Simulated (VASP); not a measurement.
# Br (Cmce) in VASP: single point with PBE

Aim: the single point of Br with PBE.

Program: VASP 6.6.1. These are calculated values, not measurements. Logs are shortened: lines on timing, memory, paths and dates and some standing lists are left out, and cuts for length are marked.

## (1) The cell of the first run

The structure is orthorhombic, space group Cmce (No. 64). Conventional cell: a = 6.670 Å, b = 4.480 Å, c = 8.720 Å, α = 90.00°, β = 90.00°, γ = 90.00°. Within 3.3 Å of Br (site symmetry m) lie 3 Br at 2.37 to 3.22 Å.

## (2) Single point, PBE

File INCAR:

```
PREC = Accurate ; ENCUT = 520
EDIFF = 1E-6 ; ISMEAR = -1
SIGMA = 0.05 ; LREAL = F
LASPH = T ; NELM = 80
ALGO = Normal ; ISIF = 2
LWAVE = F ; LCHARG = F
GGA = PE ; NBANDS = 22
```

File KPOINTS:

```
regular mesh
0
Gamma
  8 8 4
```

File POSCAR:

```
Br
1.0
    3.3350000000     -2.2400000000      0.0000000000
    3.3350000000      2.2400000000      0.0000000000
    0.0000000000      0.0000000000      8.7200000000
Br
4
Direct
    0.1338142958      0.8661857042      0.1172022531
    0.6338142958      0.3661857042      0.3827977469
    0.8661857042      0.1338142958      0.8827977469
    0.3661857042      0.6338142958      0.6172022531
```

Potentials or basis: VASP PAW PBE potentials, release 64 (Br).

Run with:

```
cat potpaw_PBE.64/Br/POTCAR > POTCAR
mpirun -np 1 vasp_std > vasp.out
```

OUTCAR:

```text
PREC = Accurate
   ENCUT = 520
   EDIFF = 1E-6
   ISMEAR = -1
   LREAL = F
   LASPH = T
   NELM = 80
   ISIF = 2
   GGA = PE

 ion  position               nearest neighbor table
   1  0.134  0.866  0.117-   3 2.37
   2  0.634  0.366  0.383-   4 2.37
   3  0.866  0.134  0.883-   1 2.37
   4  0.366  0.634  0.617-   2 2.37

  LATTYP: Found a base centered orthorhombic cell.
 ALAT       =     4.4800000000
 B/A-ratio  =     1.4888392857
 C/A-ratio  =     1.9464285714

  Lattice vectors:

 A1 = (  -3.3350000000,  -2.2400000000,   0.0000000000)
 A2 = (   3.3350000000,  -2.2400000000,   0.0000000000)
 A3 = (   0.0000000000,   0.0000000000,   8.7200000000)

Analysis of symmetry for initial positions (statically):
=====================================================================
 Subroutine PRICEL returns:
 Original cell was already a primitive cell.

 Routine SETGRP: Setting up the symmetry group for a
 base centered orthorhombic supercell.

 Subroutine GETGRP returns: Found  8 space group operations
 (whereof  4 operations were pure point group operations)
 out of a pool of  8 trial point group operations.

The static configuration has the point symmetry C_2h.
 The point group associated with its full space group is D_2h.

Analysis of symmetry for dynamics (positions and initial velocities):
=====================================================================
 Subroutine PRICEL returns:
 Original cell was already a primitive cell.

 Routine SETGRP: Setting up the symmetry group for a
 base centered orthorhombic supercell.

 Subroutine GETGRP returns: Found  8 space group operations
 (whereof  4 operations were pure point group operations)
 out of a pool of  8 trial point group operations.

The dynamic configuration has the point symmetry C_2h.
 The point group associated with its full space group is D_2h.

 Subroutine INISYM returns: Found  8 space group operations
 (whereof  4 operations are pure point group operations),
 and found     1 'primitive' translations

----------------------------------------------------------------------------------------

                                     Primitive cell

  volume of cell :     130.2838

  direct lattice vectors                    reciprocal lattice vectors
     3.335000000 -2.240000000  0.000000000     0.149925037 -0.223214286  0.000000000
     3.335000000  2.240000000  0.000000000     0.149925037  0.223214286  0.000000000
     0.000000000  0.000000000  8.720000000     0.000000000  0.000000000  0.114678899

  length of vectors
     4.017440105  4.017440105  8.720000000     0.268890562  0.268890562  0.114678899

  position of ions in fractional coordinates (direct lattice)
     0.133814296  0.866185704  0.117202253
     0.633814296  0.366185704  0.382797747
     0.866185704  0.133814296  0.882797747
     0.366185704  0.633814296  0.617202253

  ion indices of the primitive-cell ions
   primitive index   ion index
                 1           1
                 2           2
                 3           3
                 4           4

----------------------------------------------------------------------------------------

 KPOINTS: regular mesh

Automatic generation of k-mesh.
 Grid dimensions read from file:
 generate k-points for:    8    8    4

 Generating k-lattice:

  Cartesian coordinates                     Fractional coordinates (reciprocal lattice)
     0.018740630 -0.027901786  0.000000000     0.125000000 -0.000000000  0.000000000
     0.018740630  0.027901786  0.000000000    -0.000000000  0.125000000  0.000000000
     0.000000000  0.000000000  0.028669725     0.000000000  0.000000000  0.250000000

  Length of vectors
     0.033611320  0.033611320  0.028669725

  Shift w.r.t. Gamma in fractional coordinates (k-lattice)
     0.000000000  0.000000000  0.000000000

 Subroutine IBZKPT returns following result:
 ===========================================

 Found     63 irreducible k-points:

 Following reciprocal coordinates:
            Coordinates               Weight
  0.000000  0.000000  0.000000      1.000000
  0.125000  0.000000  0.000000      4.000000
  0.250000  0.000000  0.000000      4.000000
  0.375000  0.000000  0.000000      4.000000
  0.500000  0.000000  0.000000      2.000000
  0.125000  0.125000  0.000000      2.000000
[... 16 lines left out ...]
  0.125000  0.000000  0.250000      8.000000
  0.250000  0.000000  0.250000      8.000000
 [... further k-points ...]
   k-points           NKPTS =     63   k-points in BZ     NKDIM =     63   number of bands    NBANDS=     22
   number of dos      NEDOS =    301   number of ions     NIONS =      4
   total plane-waves  NPLWV =  63000
   dimension x,y,z NGX =    30 NGY =   30 NGZ =   70
   dimension x,y,z NGXF=    60 NGYF=   60 NGZF=  140
   ions per type =               4
   NGX,Y,Z   is equivalent  to a cutoff of  12.41, 12.41, 13.35 a.u.
   NGXF,Y,Z  is equivalent  to a cutoff of  24.83, 24.83, 26.69 a.u.
 SYSTEM =  unknown system
   PREC   = accura    normal or accurate (medium, high low for compatibility)
   ISTART =      0    job   : 0-new  1-cont  2-samecut
   ICHARG =      2    charge: 1-file 2-atom 10-const
   ISPIN  =      1    spin polarized calculation?
   LNONCOLLINEAR =      F non collinear calculations
   LSORBIT =      F    spin-orbit coupling
   LASPH  =      T    aspherical Exc in radial PAW
   ENCUT  =  520.0 eV  38.22 Ry    6.18 a.u.   7.47  7.47 16.21*2*pi/ulx,y,z
   NELM   =     80;   NELMIN=  2; NELMDL= -5     # of ELM steps
   EDIFF  = 0.1E-05   stopping-criterion for ELM
   LREAL  =      F    real-space projection
   EDIFFG = 0.1E-04   stopping-criterion for IOM
   NSW    =      0    number of steps for IOM
   IBRION =     -1    ionic relax: 0-MD 1-quasi-New 2-CG
   NFREE  =      0    steps in history (QN), initial steepest desc. (CG)
   ISIF   =      2    stress and relaxation
   ISYM   =      2    0-nonsym 1-usesym 2-fastsym
   POTIM  = 0.5000    time-step for ionic-motion
   TEBEG  =    0.0;   TEEND  =   0.0 temperature during run
   PSTRESS=    0.0 pullay stress
   NELECT =      28.0000    total number of electrons
   NUPDOWN=      -1.0000    fix difference up-down
   EMIN   =  10.00;   EMAX   =-10.00  energy-range for DOS
   EFERMI =   0.00;   METHOD = LEGACY
   ISMEAR =    -1;   SIGMA  =   0.05  broadening in eV -4-tet -1-fermi 0-gaus
   EFERMI_NEDOS =   21; number of points for ismear=-14 and -15
   IALGO  =     38    algorithm
   IMIX   =      4    mixing-type and parameters
     AMIX     =   0.40;   BMIX     =  1.00
     AMIX_MAG =   1.60;   BMIX_MAG =  1.00
  volume/ion in A,a.u.               =      32.57       219.80
  Fermi-wavevector in a.u.,A,eV,Ry     =   0.980612  1.853089 13.083372  0.961601
  Thomas-Fermi vector in A             =   2.111556
   LORBIT       =      0    0 simple, 1 ext, 2 COOP (PROOUT), +10 PAW based schemes
   GGA     = PE    functional components
   LHFCALC =     F    Hartree Fock is set to
   AEXX    =    0.0000 exact exchange contribution
   IVDW    =     0    specifies the selected vdW correction
   LEPSILON=     F    determine dielectric tensor
   LRPA    =     F    only Hartree local field effects (RPA)
 non-spin polarized calculation
  energy-cutoff  :      520.00
  volume of cell :      130.28
 maximum number of plane-waves:      3548
 NGX is ok and might be reduce to    30
   NGX = 15   NGY = 15   NGZ = 33

 number of electron      27.9999997 magnetization

 Free energy of the ion-electron system (eV)
  ---------------------------------------------------
  ext. energy  EPLUGINS =         0.00000000
  ---------------------------------------------------
  free energy    TOTEN  =        -6.43976555 eV

  energy without entropy =       -6.43976546  energy(sigma->0) =       -6.43976550

 E-fermi :   0.6739     XC(G=0):  -8.0825

 val. band max:       -0.1050788398   @ k =   0.5000   0.0000   0.5000
 cond. band min:       1.4081399435   @ k =   0.0000   0.0000   0.0000
 fundamental gap:      1.5132187833
 Fermi energy:         0.6739289400

 k-point     1 :       0.0000    0.0000    0.0000
  band No.  band energies     occupation
      1     -15.7708      2.00000
      2     -15.2977      2.00000
      3     -13.4830      2.00000
      4     -12.5840      2.00000
      5      -4.9555      2.00000
      6      -3.6939      2.00000
[... 14 lines left out ...]
     21       9.0686      0.00000
     22       9.3181      0.00000

 k-point     2 :       0.1250    0.0000    0.0000
  band No.  band energies     occupation
      1     -15.7291      2.00000
      2     -15.2878      2.00000
      3     -13.4466      2.00000
      4     -12.6177      2.00000
      5      -4.9489      2.00000
      6      -3.8137      2.00000
[... 14 lines left out ...]
     21       9.0156      0.00000
     22       9.3054      0.00000

 k-point     3 :       0.2500    0.0000    0.0000
  band No.  band energies     occupation
      1     -15.6177      2.00000
      2     -15.2716      2.00000
      3     -13.3453      2.00000
      4     -12.7145      2.00000
      5      -4.9440      2.00000
      6      -4.1482      2.00000
[... 14 lines left out ...]
     21       9.0004      0.00000
     22       9.6111      0.00000

 k-point     4 :       0.3750    0.0000    0.0000
  band No.  band energies     occupation
      1     -15.4745      2.00000
      2     -15.2823      2.00000
      3     -13.1988      2.00000
      4     -12.8599      2.00000
      5      -4.9324      2.00000
      6      -4.5461      2.00000
[... 14 lines left out ...]
     21       9.5488      0.00000
     22      10.2557      0.00000

 k-point     5 :       0.5000    0.0000    0.0000
  band No.  band energies     occupation
      1     -15.3502      2.00000
      2     -15.3502      2.00000
      3     -13.0297      2.00000
      4     -13.0297      2.00000
      5      -4.8249      2.00000
      6      -4.8249      2.00000
[... 14 lines left out ...]
     21      10.4959      0.00000
     22      10.4959      0.00000

 k-point     6 :       0.1250    0.1250    0.0000
  band No.  band energies     occupation
      1     -15.7328      2.00000
      2     -15.2727      2.00000
      3     -13.4503      2.00000
      4     -12.5819      2.00000
      5      -4.9232      2.00000
      6      -3.7348      2.00000
[... 14 lines left out ...]
     21       9.4835      0.00000
     22       9.6665      0.00000

 k-point     7 :       0.2500    0.1250    0.0000
  band No.  band energies     occupation
      1     -15.6617      2.00000
      2     -15.2458      2.00000
      3     -13.3882      2.00000
      4     -12.6172      2.00000
      5      -4.8963      2.00000
      6      -3.8936      2.00000
[... 324 lines left out ...]
      6      -4.3530      2.00000
[... 14 lines left out ...]
     21       9.8655      0.00000
     22       9.9154      0.00000

 k-point    21 :       0.5000    0.5000    0.0000
  band No.  band energies     occupation
      1     -15.4996      2.00000
      2     -15.1222      2.00000
      3     -13.2517      2.00000
      4     -12.5702      2.00000
      5      -4.6942      2.00000
      6      -3.9590      2.00000
[... 14 lines left out ...]
     21      10.4485      0.00000
     22      10.7387      0.00000

 k-point    22 :       0.0000    0.0000    0.2500
  band No.  band energies     occupation
      1     -15.7166      2.00000
      2     -15.3888      2.00000
      3     -13.3345      2.00000
      4     -12.7062      2.00000
      5      -4.8053      2.00000
      6      -3.9471      2.00000
[... 14 lines left out ...]
     21       9.0317      0.00000
     22       9.1828      0.00000

 k-point    23 :       0.1250    0.0000    0.2500
  band No.  band energies     occupation
      1     -15.6778      2.00000
      2     -15.3712      2.00000
      3     -13.3106      2.00000
      4     -12.7304      2.00000
      5      -4.8128      2.00000
      6      -4.0336      2.00000
[... 14 lines left out ...]
     21       9.0756      0.00000
     22       9.2369      0.00000

 k-point    24 :       0.2500    0.0000    0.2500
  band No.  band energies     occupation
      1     -15.5755      2.00000
      2     -15.3334      2.00000
      3     -13.2442      2.00000
      4     -12.8010      2.00000
      5      -4.8321      2.00000
      6      -4.2463      2.00000
[... 14 lines left out ...]
     21       9.1464      0.00000
     22       9.3975      0.00000

 [... further k-points ...]

------------------------ aborting loop because EDIFF is reached ----------------------------------------

  FORCE on cell =-STRESS in cart. coord.  units (eV):
  Direction    XX          YY          ZZ          XY          YZ          ZX
  --------------------------------------------------------------------------------------
  -------------------------------------------------------------------------------------
  Total        1.3619870      0.0046938     -0.0317712      0.0000000      0.0000000      0.0000000
  in kB       16.7491664      0.0577223     -0.3907088      0.0000000      0.0000000      0.0000000
  external PRESSURE =       5.4720599 kB  Pullay stress =       0.0000000 kB

 VOLUME and BASIS-vectors are now :
 -----------------------------------------------------------------------------
  energy-cutoff  :      520.00
  volume of cell :      130.28
      direct lattice vectors                 reciprocal lattice vectors
     3.335000000 -2.240000000  0.000000000     0.149925037 -0.223214286  0.000000000
     3.335000000  2.240000000  0.000000000     0.149925037  0.223214286  0.000000000
     0.000000000  0.000000000  8.720000000     0.000000000  0.000000000  0.114678899

 POSITION                                       TOTAL-FORCE (eV/Angst)
 -----------------------------------------------------------------------------------
      3.33500      1.64051      1.02200         0.000000     -0.020039      0.020581
      3.33500     -0.59949      3.33800         0.000000     -0.020039     -0.020581
      3.33500     -1.64051      7.69800         0.000000      0.020039     -0.020581
      3.33500      0.59949      5.38200         0.000000      0.020039      0.020581
 -----------------------------------------------------------------------------------
    total drift:                               -0.000000     -0.000000     -0.000000

  FREE ENERGIE OF THE ION-ELECTRON SYSTEM (eV)
  ---------------------------------------------------
  free  energy   TOTEN  =        -6.4397655458 eV

  energy  without entropy=       -6.4397654555  energy(sigma->0) =       -6.43976550
```

Wall time 3.4 min (1 thread of Intel Xeon 8259CL, shared host); peak memory 0.3 GiB.

Results:

| Item | Value |
| --- | --- |
| Free energy | -6.4398 eV |
| Pressure | 0.5 GPa |
| Largest force | 0.029 eV/Å |
| Band gap on the k mesh | 1.51 eV |

Forces in eV/Å, atoms in the order of the input:
```
Br   0.000 -0.020  0.021
Br   0.000 -0.020 -0.021
Br   0.000  0.020 -0.021
Br   0.000  0.020  0.021
```

Stress tensor (GPa, compression positive):
```
 1.67  0.00  0.00
 0.00  0.01  0.00
 0.00  0.00 -0.04
```

Caveat: this functional lacks dispersion, which holds the molecules together, so the pressure and a relaxed volume are unreliable. A k mesh can miss the band edges.
